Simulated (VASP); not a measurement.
# Lu (P6_3/mmc) in VASP: further runs, part 2 of 2

VASP 6.6.1. Earlier steps stand in the parts before.

## 3. Single point, PBE (28.48 Å³/atom)

This run uses another cell than the first one, of 28.48 Å³/atom.

File INCAR:

```
SYSTEM = Lu
PREC = Accurate ; ENCUT = 520
EDIFF = 1E-6 ; ISMEAR = -1
SIGMA = 0.05 ; LREAL = .FALSE.
LASPH = .TRUE. ; NELM = 60
ALGO = Normal ; ISIF = 2
LWAVE = .FALSE. ; LCHARG = .FALSE.
GGA = PE ; NBANDS = 32
```

File KPOINTS:

```
Automatic mesh
0
G
  12 12 6
  0 0 0
```

File POSCAR:

```
Lu
1.0
    3.4809677433      0.0000000000      0.0000000000
   -1.7404838717      3.0146064955      0.0000000000
    0.0000000000      0.0000000000      5.4281725394
Lu
2
Direct
    0.3333333333      0.6666666667      0.2500000000
    0.6666666667      0.3333333333      0.7500000000
```

Potentials or basis: VASP PAW PBE potentials, release 64 (Lu).

The run is started by

```bash
cat potpaw_PBE.64/Lu/POTCAR > POTCAR
mpirun -np 1 vasp_std > vasp.out
```

OUTCAR:

```text
SYSTEM = Lu
   PREC = Accurate
   ENCUT = 520
   EDIFF = 1E-6
   ISMEAR = -1
   LREAL = .FALSE.
   LASPH = .TRUE.
   NELM = 60
   ISIF = 2
   GGA = PE

 ion  position               nearest neighbor table
   1  0.333  0.667  0.250-   2 3.38   2 3.38   2 3.38   2 3.38   2 3.38   2 3.38
   2  0.667  0.333  0.750-   1 3.38   1 3.38   1 3.38   1 3.38   1 3.38   1 3.38

  LATTYP: Found a hexagonal cell.
 ALAT       =     3.4809677433
 C/A-ratio  =     1.5593860500

  Lattice vectors:

 A1 = (   3.4809677433,   0.0000000000,   0.0000000000)
 A2 = (  -1.7404838717,   3.0146064955,   0.0000000000)
 A3 = (   0.0000000000,   0.0000000000,   5.4281725394)

Analysis of symmetry for initial positions (statically):
=====================================================================
 Subroutine PRICEL returns:
 Original cell was already a primitive cell.

 Routine SETGRP: Setting up the symmetry group for a
 hexagonal supercell.

 Subroutine GETGRP returns: Found 24 space group operations
 (whereof 12 operations were pure point group operations)
 out of a pool of 24 trial point group operations.

The static configuration has the point symmetry D_3d.
[... 160 lines left out ...]

  energy without entropy =       -9.02452128  energy(sigma->0) =       -9.03767771

 E-fermi :   2.3043     XC(G=0): -10.7704

 val. band max:        2.2783141387   @ k =   0.1667   0.1667   0.3333
 cond. band min:       2.3044244890   @ k =   0.3333   0.0833   0.1667
 fundamental gap:      0.0261103503
 Fermi energy:         2.3042831547

 k-point     1 :       0.0000    0.0000    0.0000
  band No.  band energies     occupation
      1     -53.8307      2.00000
      2     -53.7907      2.00000
      3     -24.8052      2.00000
      4     -24.3424      2.00000
      5     -24.3424      2.00000
      6     -24.2505      2.00000
[... 829 lines left out ...]
     31       7.0939      0.00000
     32       7.3774      0.00000

 [... further k-points ...]

------------------------ aborting loop because EDIFF is reached ----------------------------------------

  FORCE on cell =-STRESS in cart. coord.  units (eV):
  Direction    XX          YY          ZZ          XY          YZ          ZX
  --------------------------------------------------------------------------------------
  -------------------------------------------------------------------------------------
  Total        0.4168511      0.4168511      0.3923851     -0.0000000      0.0000000      0.0000000
  in kB       11.7248495     11.7248495     11.0366895     -0.0000000      0.0000000      0.0000000
  external PRESSURE =      11.4954628 kB  Pullay stress =       0.0000000 kB

 VOLUME and BASIS-vectors are now :
 -----------------------------------------------------------------------------
  energy-cutoff  :      520.00
  volume of cell :       56.96
      direct lattice vectors                 reciprocal lattice vectors
     3.480967743  0.000000000  0.000000000     0.287276434  0.165859126  0.000000000
    -1.740483872  3.014606495  0.000000000     0.000000000  0.331718253  0.000000000
     0.000000000  0.000000000  5.428172539     0.000000000  0.000000000  0.184224063

 POSITION                                       TOTAL-FORCE (eV/Angst)
 -----------------------------------------------------------------------------------
     -0.00000      2.00974      1.35704        -0.000000     -0.000000      0.000000
      1.74048      1.00487      4.07113         0.000000      0.000000      0.000000
 -----------------------------------------------------------------------------------
    total drift:                               -0.000000      0.000000     -0.000000

  FREE ENERGIE OF THE ION-ELECTRON SYSTEM (eV)
  ---------------------------------------------------
  free  energy   TOTEN  =        -9.0508341298 eV

  energy  without entropy=       -9.0245212844  energy(sigma->0) =       -9.03767771
```

OSZICAR:

```text
N       E                     dE             d eps       ncg     rms          rms(c)
DAV:   1     0.237010081521E+03    0.23701E+03   -0.19279E+04  7096   0.508E+03
DAV:   2     0.195837160648E+02   -0.21743E+03   -0.20902E+03  5248   0.545E+02
DAV:   3    -0.687046721002E+01   -0.26454E+02   -0.25979E+02  7184   0.115E+02
DAV:   4    -0.915855805060E+01   -0.22881E+01   -0.22785E+01  7192   0.234E+01
DAV:   5    -0.922766618593E+01   -0.69108E-01   -0.69027E-01  7640   0.424E+00    0.492E+00
DAV:   6    -0.908742700822E+01    0.14024E+00   -0.43813E-01  7680   0.857E+00    0.228E+00
DAV:   7    -0.905359840314E+01    0.33829E-01   -0.92482E-02  7144   0.186E+00    0.452E-01
DAV:   8    -0.905057962644E+01    0.30188E-02   -0.12152E-02  8000   0.890E-01    0.144E-01
DAV:   9    -0.905083238713E+01   -0.25276E-03   -0.14574E-03  6312   0.261E-01    0.962E-02
DAV:  10    -0.905083446635E+01   -0.20792E-05   -0.24118E-04  7616   0.124E-01    0.731E-03
DAV:  11    -0.905083484306E+01   -0.37672E-06   -0.10073E-05  6552   0.208E-02    0.939E-03
DAV:  12    -0.905083412981E+01    0.71326E-06   -0.11870E-06  4536   0.897E-03
   1 F= -.90508341E+01 E0= -.90376777E+01  d E =-.263128E-01
```

stdout:

```text
POSCAR found type information on POSCAR Lu
 POSCAR found :  1 types and       2 ions
 scaLAPACK will be used
 LDA part: xc-table for (Slater+PW92), standard interpolation
 POSCAR, INCAR and KPOINTS ok, starting setup
 FFT: planning ... GRIDC
 FFT: planning ... GRID_SOFT
 FFT: planning ... GRID
 WAVECAR not read
 entering main loop
```

Wall time 3.3 min (1 thread of Intel Xeon 8259CL, shared host); peak memory 0.26 GiB.

Results:

| Property | Result |
| --- | --- |
| Free energy | -9.0508 eV |
| Pressure | 1.1 GPa |
| Band gap on the k mesh | zero (bands 25 and 26 overlap by 1.88 eV) |

Caveat: spin-orbit coupling is left out, which moves the levels of the heavy elements.

## 4. Single point, PBE

This run uses another cell than the first one, of 29.06 Å³/atom.

File INCAR:

```
SYSTEM = Lu
ALGO     = Normal         ! electronic algorithm
EDIFF    = 1E-7           ! SCF threshold, eV
ENCUT    = 520            ! plane-wave cutoff, eV
GGA      = PE             ! functional
ISIF     = 2              ! what is computed and relaxed
ISMEAR   = -1             ! smearing method
LASPH    = .TRUE.         ! aspherical terms in the spheres
LCHARG   = .TRUE.         ! write CHGCAR
LELF     = .TRUE.         ! ELF
LREAL    = .FALSE.        ! projectors in reciprocal space
LVHAR    = .TRUE.       
LWAVE    = .FALSE.        ! write WAVECAR
NBANDS   = 32             ! bands
NELM     = 80             ! most SCF steps
PREC     = Accurate       ! precision mode
SIGMA    = 0.05           ! smearing width, eV
```

File KPOINTS:

```
k-points
0
G
  12 12 6
  0 0 0
```

File POSCAR:

```
Lu
1.0
    3.5044885091      0.0000000000      0.0000000000
   -1.7522442546      3.0349760762      0.0000000000
    0.0000000000      0.0000000000      5.4648504935
Lu
2
Direct
    0.3333333333      0.6666666667      0.2500000000
    0.6666666667      0.3333333333      0.7500000000
```

The run is started by

```bash
cat potpaw_PBE.64/Lu/POTCAR > POTCAR
mpirun -np 1 vasp_std > vasp.out
```

It took 4.1 min on 1 thread of Intel Xeon 8259CL, shared host; peak memory 0.26 GiB.

Results (log left out):

| Item | Value |
| --- | --- |
| Free energy | -9.0560 eV |
| Pressure | 0.2 GPa |
| Band gap on the k mesh | zero (bands 25 and 26 overlap by 1.87 eV) |

Levels at points of the mesh, in eV from the Fermi level:
```csv
k point,band 21,band 22,band 23,band 24,band 25,band 26,band 27,band 28,band 29,band 30
"(0.00, 0.00, 0.00)",-4.87,-4.85,-4.85,-2.38,0.69,2.19,2.19,2.64,2.94,2.94
"(0.50, 0.00, 0.00)",-4.87,-4.85,-2.34,-1.39,-0.83,-0.35,1.62,1.86,2.42,6.16
"(0.00, 0.00, 0.50)",-4.85,-4.85,-4.34,-4.34,1.23,1.23,2.10,2.10,2.10,2.10
"(0.50, 0.00, 0.50)",-4.87,-4.87,-2.09,-2.09,0.11,0.11,1.38,1.38,3.36,3.36
```

Caveat: spin-orbit coupling is left out, which moves the levels of the heavy elements.

## 5. Single point, PBE (29.64 Å³/atom)

This run uses another cell than the first one, of 29.64 Å³/atom.

File INCAR:

```
PREC     = Accurate       # precision mode
ENCUT    = 520            # plane-wave cutoff, eV
EDIFF    = 1E-7           # SCF threshold, eV
ISMEAR   = -1             # smearing method
SIGMA    = 0.05           # smearing width, eV
LREAL    = False          # projectors in reciprocal space
LASPH    = True           # aspherical terms in the spheres
NELM     = 80             # most SCF steps
ALGO     = Normal         # electronic algorithm
ISIF     = 2              # what is computed and relaxed
LWAVE    = False          # write WAVECAR
LCHARG   = False          # write CHGCAR
GGA      = PE             # functional
NBANDS   = 32             # bands
```

File KPOINTS:

```
regular mesh
0
Gamma
  12 12 6
```

File POSCAR:

```
Lu
1.0
    3.5276977187      0.0000000000      0.0000000000
   -1.7638488593      3.0550758412      0.0000000000
    0.0000000000      0.0000000000      5.5010426111
Lu
2
Direct
    0.3333333333      0.6666666667      0.2500000000
    0.6666666667      0.3333333333      0.7500000000
```

The run is started by

```bash
cat potpaw_PBE.64/Lu/POTCAR > POTCAR
mpirun -np 1 vasp_std > vasp.out
```

It took 3.9 min on 1 thread of Intel Xeon 8259CL, shared host; peak memory 0.26 GiB.

Results (log left out):

* Free energy: -9.0544 eV
* Pressure: -0.7 GPa
* Band gap on the k mesh: zero (bands 25 and 26 overlap by 1.84 eV)

Levels at points of the mesh, in eV from the Fermi level:
| k point | band 21 | band 22 | band 23 | band 24 | band 25 | band 26 | band 27 | band 28 | band 29 | band 30 |
| --- | --- | --- | --- | --- | --- | --- | --- | --- | --- | --- |
| (0.00, 0.00, 0.00) | -4.91 | -4.89 | -4.89 | -2.35 | 0.63 | 2.18 | 2.18 | 2.61 | 2.90 | 2.90 |
| (0.50, 0.00, 0.00) | -4.91 | -4.89 | -2.33 | -1.36 | -0.79 | -0.37 | 1.59 | 1.85 | 2.38 | 6.04 |
| (0.00, 0.00, 0.50) | -4.89 | -4.89 | -4.32 | -4.32 | 1.23 | 1.23 | 2.08 | 2.08 | 2.08 | 2.08 |
| (0.50, 0.00, 0.50) | -4.91 | -4.91 | -2.06 | -2.06 | 0.10 | 0.10 | 1.35 | 1.35 | 3.32 | 3.32 |

Caveat: spin-orbit coupling is left out, which moves the levels of the heavy elements.

## 6. The runs side by side

```csv
cell,gap on the mesh (eV),pressure (GPa)
"a = 3.457, b = 3.457, c = 5.391 Å, angles 90.0, 90.0, 120.0°, 2 atoms",none,2.2
"a = 3.481, b = 3.481, c = 5.428 Å, angles 90.0, 90.0, 120.0°, 2 atoms",none,1.1
"a = 3.504, b = 3.504, c = 5.465 Å, angles 90.0, 90.0, 120.0°, 2 atoms",none,0.2
"a = 3.528, b = 3.528, c = 5.501 Å, angles 90.0, 90.0, 120.0°, 2 atoms",none,-0.7
```

Alike in all rows: task single point; level PBE; potentials or basis VASP PAW PBE potentials, release 64 (Lu); no spin polarisation; k mesh 12 × 12 × 6; cutoff (eV) 520; smearing fermi-dirac 0.05 eV.

Caveats: spin-orbit coupling is left out, which moves the levels of the heavy elements.

Total energies depend on the potentials used, so only differences within one code and one set of settings carry meaning.
